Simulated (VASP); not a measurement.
# In5TeMo2 (P6/mmm) in VASP: single point with PBE

Aim: the single point of In5TeMo2 with PBE.

All numbers are computed with VASP 6.6.1; they aren't measurements. Logs are shortened: lines on timing, memory, paths and dates and some standing lists are left out, and cuts for length are marked.

### Step 1. The cell of the first run

The structure is hexagonal, space group P6/mmm (No. 191). The conventional cell has a = 4.988 Å, b = 4.988 Å, c = 9.005 Å, α = 90.00°, β = 90.00°, γ = 120.00°. Within 4.3 Å of In (site symmetry 6/mmm) lie 12 In at 3.30 Å. In (site symmetry 3m) has 7 In at 2.88 to 3.30 Å and 1 Mo at 2.88 Å within 3.8 Å. Within 3.8 Å of Te (site symmetry 6/mmm) lie 6 Mo at 2.88 Å. Within 3.8 Å of Mo (site symmetry -6m2) lie 3 Mo at 2.88 Å and 3 Te at 2.88 Å and 2 In at 2.88 Å.

The cell was built from a structure type or drawn by symmetry, and may not be a known phase.

### Step 2. Single point, PBE

INCAR reads:

```
SYSTEM = In5TeMo2
PREC = Accurate ; ENCUT = 520
EDIFF = 1E-6 ; ISMEAR = 0
SIGMA = 0.2 ; LREAL = .False.
LASPH = .True. ; NELM = 80
ALGO = Normal ; ISIF = 2
LWAVE = .False. ; LCHARG = .False.
GGA = PE ; NBANDS = 60
```

KPOINTS reads:

```
Automatic mesh
0
Gamma
  3 3 3
  0 0 0
```

POSCAR reads:

```
In5TeMo2
1.0
    4.9877188810      0.0000000024      0.0000000000
   -2.4938594426      4.3194912567      0.0000000000
    0.0000000000      0.0000000000      9.0045901702
In Te Mo
5 1 2
Direct
    0.0000000000      0.0000000000      0.5000000000
    0.3333333333      0.6666666667      0.3199978657
    0.3333333333      0.6666666667      0.6800021343
    0.6666666667      0.3333333333      0.6800021343
    0.6666666667      0.3333333333      0.3199978657
    0.0000000000      0.0000000000      0.0000000000
    0.3333333333      0.6666666667      0.0000000000
    0.6666666667      0.3333333333      0.0000000000
```

Potentials or basis: VASP PAW PBE potentials, release 64 (In_d, Te, Mo_sv).

The run is started by

```
cat potpaw_PBE.64/In_d/POTCAR potpaw_PBE.64/Te/POTCAR potpaw_PBE.64/Mo_sv/POTCAR > POTCAR
mpirun -np 1 vasp_std > vasp.out
```

OUTCAR:

```text
SYSTEM = In5TeMo2
   PREC = Accurate
   ENCUT = 520
   EDIFF = 1E-6
   ISMEAR = 0
   LREAL = .False.
   LASPH = .True.
   NELM = 80
   ISIF = 2
   GGA = PE

 ion  position               nearest neighbor table
   1  0.000  0.000  0.500-   2 3.30   3 3.30   4 3.30   5 3.30   4 3.30   5 3.30   2 3.30   3 3.30
                             4 3.30   5 3.30   2 3.30   3 3.30
   2  0.333  0.667  0.320-   5 2.88   5 2.88   5 2.88   7 2.88   3 3.24   1 3.30   1 3.30   1 3.30

   3  0.333  0.667  0.680-   4 2.88   4 2.88   4 2.88   7 2.88   2 3.24   1 3.30   1 3.30   1 3.30

   4  0.667  0.333  0.680-   3 2.88   3 2.88   3 2.88   8 2.88   5 3.24   1 3.30   1 3.30   1 3.30

   5  0.667  0.333  0.320-   2 2.88   2 2.88   2 2.88   8 2.88   4 3.24   1 3.30   1 3.30   1 3.30

   6  0.000  0.000  0.000-   7 2.88   8 2.88   8 2.88   7 2.88   8 2.88   7 2.88
   7  0.333  0.667  0.000-   8 2.88   6 2.88   8 2.88   6 2.88   6 2.88   8 2.88   2 2.88   3 2.88

   8  0.667  0.333  0.000-   7 2.88   6 2.88   7 2.88   6 2.88   6 2.88   7 2.88   4 2.88   5 2.88

  LATTYP: Found a hexagonal cell.
 ALAT       =     4.9877188810
 C/A-ratio  =     1.8053523835

  Lattice vectors:

 A1 = (   4.9877188810,   0.0000000024,   0.0000000000)
 A2 = (  -2.4938594426,   4.3194912567,   0.0000000000)
 A3 = (   0.0000000000,   0.0000000000,   9.0045901702)

Analysis of symmetry for initial positions (statically):
=====================================================================
 Subroutine PRICEL returns:
 Original cell was already a primitive cell.

 Routine SETGRP: Setting up the symmetry group for a
 hexagonal supercell.

 Subroutine GETGRP returns: Found 24 space group operations
 (whereof 24 operations were pure point group operations)
 out of a pool of 24 trial point group operations.

The static configuration has the point symmetry D_6h.

Analysis of symmetry for dynamics (positions and initial velocities):
=====================================================================
 Subroutine PRICEL returns:
 Original cell was already a primitive cell.

 Routine SETGRP: Setting up the symmetry group for a
 hexagonal supercell.

 Subroutine GETGRP returns: Found 24 space group operations
 (whereof 24 operations were pure point group operations)
 out of a pool of 24 trial point group operations.

The dynamic configuration has the point symmetry D_6h.

 Subroutine INISYM returns: Found 24 space group operations
 (whereof 24 operations are pure point group operations),
 and found     1 'primitive' translations

----------------------------------------------------------------------------------------

                                     Primitive cell

  volume of cell :     193.9986

  direct lattice vectors                    reciprocal lattice vectors
     4.987718881  0.000000002  0.000000000     0.200492454  0.115754373  0.000000000
    -2.493859443  4.319491257  0.000000000    -0.000000000  0.231508745  0.000000000
     0.000000000  0.000000000  9.004590170     0.000000000  0.000000000  0.111054471

  length of vectors
     4.987718881  4.987718881  9.004590170     0.231508745  0.231508745  0.111054471

  position of ions in fractional coordinates (direct lattice)
     0.000000000  0.000000000  0.500000000
     0.333333333  0.666666667  0.319997866
     0.333333333  0.666666667  0.680002134
     0.666666667  0.333333333  0.680002134
     0.666666667  0.333333333  0.319997866
     0.000000000  0.000000000  0.000000000
     0.333333333  0.666666667  0.000000000
     0.666666667  0.333333333  0.000000000

  ion indices of the primitive-cell ions
   primitive index   ion index
                 1           1
                 2           2
                 3           3
                 4           4
                 5           5
                 6           6
                 7           7
                 8           8

----------------------------------------------------------------------------------------

 KPOINTS: Automatic mesh

Automatic generation of k-mesh.
 Grid dimensions read from file:
 generate k-points for:    3    3    3

 Generating k-lattice:

  Cartesian coordinates                     Fractional coordinates (reciprocal lattice)
     0.066830818  0.038584791  0.000000000     0.333333333  0.000000000  0.000000000
    -0.000000000  0.077169582  0.000000000     0.000000000  0.333333333  0.000000000
     0.000000000  0.000000000  0.037018157     0.000000000  0.000000000  0.333333333

  Length of vectors
     0.077169582  0.077169582  0.037018157

  Shift w.r.t. Gamma in fractional coordinates (k-lattice)
     0.000000000  0.000000000  0.000000000

 Subroutine IBZKPT returns following result:
 ===========================================

 Found      6 irreducible k-points:

 Following reciprocal coordinates:
            Coordinates               Weight
  0.000000  0.000000  0.000000      1.000000
  0.333333  0.000000  0.000000      6.000000
  0.333333  0.333333  0.000000      2.000000
  0.000000  0.000000  0.333333      2.000000
  0.333333  0.000000  0.333333     12.000000
  0.333333  0.333333  0.333333      4.000000
   k-points           NKPTS =      6   k-points in BZ     NKDIM =      6   number of bands    NBANDS=     60
   number of dos      NEDOS =    301   number of ions     NIONS =      8
   total plane-waves  NPLWV = 112000
   dimension x,y,z NGX =    40 NGY =   40 NGZ =   70
   dimension x,y,z NGXF=    80 NGYF=   80 NGZF=  140
   ions per type =               5   1   2
   NGX,Y,Z   is equivalent  to a cutoff of  13.33, 13.33, 12.92 a.u.
   NGXF,Y,Z  is equivalent  to a cutoff of  26.66, 26.66, 25.85 a.u.
 SYSTEM =  In5TeMo2
   PREC   = accura    normal or accurate (medium, high low for compatibility)
   ISTART =      0    job   : 0-new  1-cont  2-samecut
   ICHARG =      2    charge: 1-file 2-atom 10-const
   ISPIN  =      1    spin polarized calculation?
   LNONCOLLINEAR =      F non collinear calculations
   LSORBIT =      F    spin-orbit coupling
   LASPH  =      T    aspherical Exc in radial PAW
   ENCUT  =  520.0 eV  38.22 Ry    6.18 a.u.   9.27  9.27 16.74*2*pi/ulx,y,z
   NELM   =     80;   NELMIN=  2; NELMDL= -5     # of ELM steps
   EDIFF  = 0.1E-05   stopping-criterion for ELM
   LREAL  =      F    real-space projection
   EDIFFG = 0.1E-04   stopping-criterion for IOM
   NSW    =      0    number of steps for IOM
   IBRION =     -1    ionic relax: 0-MD 1-quasi-New 2-CG
   NFREE  =      0    steps in history (QN), initial steepest desc. (CG)
   ISIF   =      2    stress and relaxation
   ISYM   =      2    0-nonsym 1-usesym 2-fastsym
   POTIM  = 0.5000    time-step for ionic-motion
   TEBEG  =    0.0;   TEEND  =   0.0 temperature during run
   PSTRESS=    0.0 pullay stress
   NELECT =      99.0000    total number of electrons
   NUPDOWN=      -1.0000    fix difference up-down
   EMIN   =  10.00;   EMAX   =-10.00  energy-range for DOS
   EFERMI =   0.00;   METHOD = LEGACY
   ISMEAR =     0;   SIGMA  =   0.20  broadening in eV -4-tet -1-fermi 0-gaus
   EFERMI_NEDOS =   21; number of points for ismear=-14 and -15
   IALGO  =     38    algorithm
   IMIX   =      4    mixing-type and parameters
     AMIX     =   0.40;   BMIX     =  1.00
     AMIX_MAG =   1.60;   BMIX_MAG =  1.00
  volume/ion in A,a.u.               =      24.25       163.65
  Fermi-wavevector in a.u.,A,eV,Ry     =   1.308239  2.472213 23.286222  1.711489
  Thomas-Fermi vector in A             =   2.438919
   LORBIT       =      0    0 simple, 1 ext, 2 COOP (PROOUT), +10 PAW based schemes
   GGA     = PE    functional components
   LHFCALC =     F    Hartree Fock is set to
   AEXX    =    0.0000 exact exchange contribution
   IVDW    =     0    specifies the selected vdW correction
   LEPSILON=     F    determine dielectric tensor
   LRPA    =     F    only Hartree local field effects (RPA)
 non-spin polarized calculation
 Gauss-broadening in eV      SIGMA  =   0.20
  energy-cutoff  :      520.00
  volume of cell :      194.00
 maximum number of plane-waves:      5254
 NGX is ok and might be reduce to    40
   NGX = 19   NGY = 19   NGZ = 33

 number of electron      98.9999989 magnetization

 Free energy of the ion-electron system (eV)
  ---------------------------------------------------
  ext. energy  EPLUGINS =         0.00000000
  ---------------------------------------------------
  free energy    TOTEN  =       -34.79403851 eV

  energy without entropy =      -34.68782851  energy(sigma->0) =      -34.74093351

 E-fermi :   8.2783     XC(G=0): -10.6216

 val. band max:        8.0969848336   @ k =   0.0000   0.0000   0.3333
 cond. band min:       8.3438861354   @ k =   0.3333   0.3333   0.3333
 fundamental gap:      0.2469013018
 Fermi energy:         8.2783321218

 k-point     1 :       0.0000    0.0000    0.0000
  band No.  band energies     occupation
      1     -52.6815      2.00000
      2     -52.5913      2.00000
      3     -26.9261      2.00000
      4     -26.9261      2.00000
      5     -26.7865      2.00000
      6     -26.6923      2.00000
[... 52 lines left out ...]
     59      11.2793      0.00000
     60      12.2153      0.00000

 k-point     2 :       0.3333    0.0000    0.0000
  band No.  band energies     occupation
      1     -52.6626      2.00000
      2     -52.6104      2.00000
      3     -26.9546      2.00000
      4     -26.8677      2.00000
      5     -26.7665      2.00000
      6     -26.7122      2.00000
[... 52 lines left out ...]
     59      11.4718      0.00000
     60      11.7905      0.00000

 k-point     3 :       0.3333    0.3333    0.0000
  band No.  band energies     occupation
      1     -52.6365      2.00000
      2     -52.6365      2.00000
      3     -26.9827      2.00000
      4     -26.7394      2.00000
      5     -26.7394      2.00000
      6     -26.7388      2.00000
[... 52 lines left out ...]
     59      11.6231      0.00000
     60      11.6231      0.00000

 k-point     4 :       0.0000    0.0000    0.3333
  band No.  band energies     occupation
      1     -52.6815      2.00000
      2     -52.5913      2.00000
      3     -26.9261      2.00000
      4     -26.9261      2.00000
      5     -26.7865      2.00000
      6     -26.6923      2.00000
[... 52 lines left out ...]
     59      11.8599      0.00000
     60      11.8614      0.00000

 k-point     5 :       0.3333    0.0000    0.3333
  band No.  band energies     occupation
      1     -52.6625      2.00000
      2     -52.6104      2.00000
      3     -26.9546      2.00000
      4     -26.8677      2.00000
      5     -26.7665      2.00000
      6     -26.7122      2.00000
[... 52 lines left out ...]
     59      11.2348      0.00000
     60      11.9278      0.00000

 k-point     6 :       0.3333    0.3333    0.3333
  band No.  band energies     occupation
      1     -52.6365      2.00000
      2     -52.6365      2.00000
      3     -26.9827      2.00000
      4     -26.7394      2.00000
      5     -26.7394      2.00000
      6     -26.7388      2.00000
[... 52 lines left out ...]
     59      12.4003      0.00000
     60      13.4190      0.00000

------------------------ aborting loop because EDIFF is reached ----------------------------------------

  FORCE on cell =-STRESS in cart. coord.  units (eV):
  Direction    XX          YY          ZZ          XY          YZ          ZX
  --------------------------------------------------------------------------------------
  -------------------------------------------------------------------------------------
  Total       -0.3280615     -0.3280615      0.6315498      0.0000000     -0.0000000      0.0000000
  in kB       -2.7093642     -2.7093642      5.2157849      0.0000000     -0.0000000      0.0000000
  external PRESSURE =      -0.0676478 kB  Pullay stress =       0.0000000 kB

 VOLUME and BASIS-vectors are now :
 -----------------------------------------------------------------------------
  energy-cutoff  :      520.00
  volume of cell :      194.00
      direct lattice vectors                 reciprocal lattice vectors
     4.987718881  0.000000002  0.000000000     0.200492454  0.115754373  0.000000000
    -2.493859443  4.319491257  0.000000000    -0.000000000  0.231508745  0.000000000
     0.000000000  0.000000000  9.004590170     0.000000000  0.000000000  0.111054471

 POSITION                                       TOTAL-FORCE (eV/Angst)
 -----------------------------------------------------------------------------------
      0.00000      0.00000      4.50230        -0.000000     -0.000000     -0.000000
     -0.00000      2.87966      2.88145        -0.000000      0.000000     -0.039196
     -0.00000      2.87966      6.12314        -0.000000      0.000000      0.039196
      2.49386      1.43983      6.12314         0.000000     -0.000000      0.039196
      2.49386      1.43983      2.88145         0.000000     -0.000000     -0.039196
      0.00000      0.00000      0.00000        -0.000000     -0.000000     -0.000000
     -0.00000      2.87966      0.00000         0.000000     -0.000000     -0.000000
      2.49386      1.43983      0.00000        -0.000000      0.000000     -0.000000
 -----------------------------------------------------------------------------------
    total drift:                                0.000000     -0.000000      0.000000

  FREE ENERGIE OF THE ION-ELECTRON SYSTEM (eV)
  ---------------------------------------------------
  free  energy   TOTEN  =       -34.7940385084 eV

  energy  without entropy=      -34.6878285107  energy(sigma->0) =      -34.74093351
```

Wall time 80 s (1 thread of AMD EPYC 7R43 (Zen 3), shared host); peak memory 0.31 GiB.

What came out:

```yaml
Free_energy: -34.7940 eV
Pressure: 0.0 GPa
Largest_force: 0.039 eV/Å
Band_gap_on_the_k_mesh: zero (an odd number of electrons rules out a gap without spin polarisation)
```

Forces on the atoms (eV/Å):
```
In   0.000  0.000  0.000
In   0.000  0.000 -0.039
In   0.000  0.000  0.039
In   0.000  0.000  0.039
In   0.000  0.000 -0.039
Te   0.000  0.000  0.000
Mo   0.000  0.000  0.000
Mo   0.000  0.000  0.000
```

Stress tensor (GPa, compression positive):
```
-0.27  0.00  0.00
 0.00 -0.27  0.00
 0.00  0.00  0.52
```

Levels at points of the mesh, in eV from the Fermi level:
```
           k point  band 47  band 48  band 49  band 50  band 51  band 52
(0.00, 0.00, 0.00)    -0.24    -0.24    -0.20     0.07     0.11     0.11
```

Caveat: the k points lie up to 0.48 Å⁻¹ apart, too coarse for converged energies and pressures of a metal; spin-orbit coupling is left out, which moves the levels of the heavy elements.
